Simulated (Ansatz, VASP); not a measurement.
## One calculation of Al, two programs

Contents of INCAR:

```
SYSTEM = Al
PREC = Accurate
ENCUT = 520
EDIFF = 1E-6
ISMEAR = 0
SIGMA = 0.15
LREAL = .FALSE.
LASPH = .TRUE.
NELM = 60
ALGO = Normal
ISIF = 2
LWAVE = .FALSE.
LCHARG = .FALSE.
GGA = PS
IVDW = 12
NBANDS = 8
```

KPOINTS

```
regular mesh
0
G
  20 20 20
  0 0 0
```

POSCAR

```
Al
1.0
    0.0000000000      2.0239800000      1.9025412000
    2.0239800000      0.0000000000      1.9025412000
    2.0239800000      2.0239800000      0.0000000000
Al
1
Direct
    0.0000000000      0.0000000000      0.0000000000
```

Input for Ansatz:

```yaml
crystal:
  lattice:
    - [0.0, 2.02398, 1.9025412]
    - [2.02398, 0.0, 1.9025412]
    - [2.02398, 2.02398, 0.0]
  atoms:
    - { symbol: Al, position: [0.0, 0.0, 0.0] }
basis:
  ecutwfc: 420
kpoints:
  mp_grid: { grid: [20, 20, 20] }
hamiltonian:
  xc: pbesol
  dispersion: d3bj
scf:
  occupations: { method: gaussian, width: 0.15 }
output:
  forces: true
  stress: true
  eigenvalues: true
  write_density: true
  write_potential: true
  elf: true
  volumetric_format: npy
```

Change from the starting cell: strain -0.0600 x Voigt [0, 0, 1, 0, 0, 0], atoms carried along.

Alike in both runs: task single point; functional PBEsol; dispersion D3(BJ); k mesh 20 × 20 × 20; occupations gaussian, width 0.15 eV; no spin polarisation.

|  | VASP | Ansatz |
| --- | --- | --- |
| version | VASP 6.6.1 | Ansatz 0.2.0 |
| potentials or method | VASP PAW PBE potentials, release 64 (Al), cutoff 520 eV | scalar-relativistic, plane waves, PAW |
| valence electrons in the cell | 3 | 3 |

|  | VASP | Ansatz | Ansatz less VASP |
| --- | --- | --- | --- |
| gap on the k mesh at the Fermi level (eV) | none | none | - |
| pressure (GPa) | 0.2 | 0.1 | -0.08 |
| traceless stress, the component that is largest in VASP (GPa) | 2.80 | 2.79 | -0.015 |

VASP's potentials were made for PBE, not for PBEsol. A gap of «none» marks a metal or a gap that the smearing closes.
